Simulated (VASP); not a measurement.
Write the native input for VASP 6.6.1 that does the following.

* Task: relaxation of cell and atoms
* Functional: PBE
* Potentials or basis: VASP PAW PBE potentials, release 64 (S)
* Cutoff: 600 eV
* k mesh: 17 × 17 × 17
* Occupations: fermi-dirac, width 0.08 eV
* Spin: no spin polarisation
* Target pressure: 2.3 GPa
* Dipole correction: no
* Further INCAR settings: ALGO = Normal; EDIFF = 1e-06; IBRION = 2; EDIFFG = -0.005; NSW = 60; ISIF = 3

The structure of S lies in POSCAR:

```
S
1.0
   -1.5692866087      1.5692866087      1.5692866087
    1.5692866087     -1.5692866087      1.5692866087
    1.5692866087      1.5692866087     -1.5692866087
S
1
Direct
    0.0000000000      0.0000000000      0.0000000000
```

The input as run:

INCAR

```
SYSTEM = S
PREC = Accurate
ENCUT = 600
EDIFF = 1E-6
ISMEAR = -1
SIGMA = 0.08
LREAL = .False.
LASPH = .True.
NELM = 80
ALGO = Normal
ISIF = 3
LWAVE = .False.
LCHARG = .False.
GGA = PE
IBRION = 2
NSW = 60
EDIFFG = -0.005
PSTRESS = 23.0
```

KPOINTS

```
regular mesh
0
Gamma
  17 17 17
  0 0 0
```

Potentials or basis: VASP PAW PBE potentials, release 64 (S).

Launch:

```sh
$ cat potpaw_PBE.64/S/POTCAR > POTCAR
$ mpirun -np 1 vasp_std > vasp.out
```

It gave:

```json
{"Relaxed volume": "15.31 Å³/atom", "Relaxed cell": "a = 2.709 Å, b = 2.709 Å, c = 2.709 Å, α = 109.47°, β = 109.47°, γ = 109.47°", "Space group after relaxing (to 0.05 Å)": "Im-3m (No. 229)", "Energy change on relaxing (the enthalpy is what falls)": "+1.8 meV/atom", "Ionic steps": "3", "Pressure after relaxing": "2.3 GPa", "Band gap on the k mesh": "zero (band 3 reaches 11.35 eV, above the bottom of band 4 at 4.08 eV)"}
```

Caveat: the cell is relaxed towards a set pressure, so the enthalpy falls and the energy may rise.

It took 9.9 s on 1 thread of Intel(R) Xeon(R) 6975P-C (Granite Rapids), with other jobs on the host, peak memory 0.14 GiB.
